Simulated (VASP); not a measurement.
Input of a VASP 6.6.1 run:

POSCAR

```
BP
1.0
    0.0000000000      2.0215509557      2.8584730513
    2.0215509557      0.0000000000      2.8584730513
    2.0215509557      2.0215509557      0.0000000000
B P
1 1
Direct
    0.0000000000      0.0000000000      0.0000000000
    0.7500000000      0.7500000000      0.7500000000
```

INCAR.step1

```
SYSTEM = BP
PREC = Accurate
ENCUT = 520
ISMEAR = 0
SIGMA = 0.05
LREAL = .False.
LASPH = .True.
NELM = 60
NBANDS = 11
GGA = PE
ALGO = Normal
EDIFF = 1E-4
LWAVE = .True.
LCHARG = .False.
```

Contents of INCAR.step2:

```
SYSTEM = BP
PREC = Accurate
ENCUT = 520
EDIFF = 1E-6
ISMEAR = 0
SIGMA = 0.05
LREAL = .False.
LASPH = .True.
NELM = 60
ALGO = Normal
ISIF = 2
LWAVE = .False.
LCHARG = .False.
METAGGA = R2SCAN
LMIXTAU = .True.
NBANDS = 11
ISTART = 1
```

KPOINTS

```
Automatic mesh
0
Gamma
  8 8 8
  0 0 0
```

Potentials or basis: VASP PAW PBE potentials, release 64 (B, P).

Command:

```console
$ cat potpaw_PBE.64/B/POTCAR potpaw_PBE.64/P/POTCAR > POTCAR
$ cp INCAR.step1 INCAR
$ mpirun -np 1 vasp_std > vasp.out
$ cp INCAR.step2 INCAR
$ mpirun -np 1 vasp_std > vasp.out
```

Task: What does it give for the band gap on the k mesh?

Result: Zero (band 4 reaches 9.36 eV, above the bottom of band 5 at 7.98 eV).

Task: What does it give for the pressure?

Result: -1.8 GPa.

Stress tensor (GPa, compression positive):
```
 30.43   0.00   0.00
  0.00  30.43   0.00
  0.00   0.00 -66.33
```

Caveat: the PAW data sets were made with another functional, which shifts forces and pressure a little.
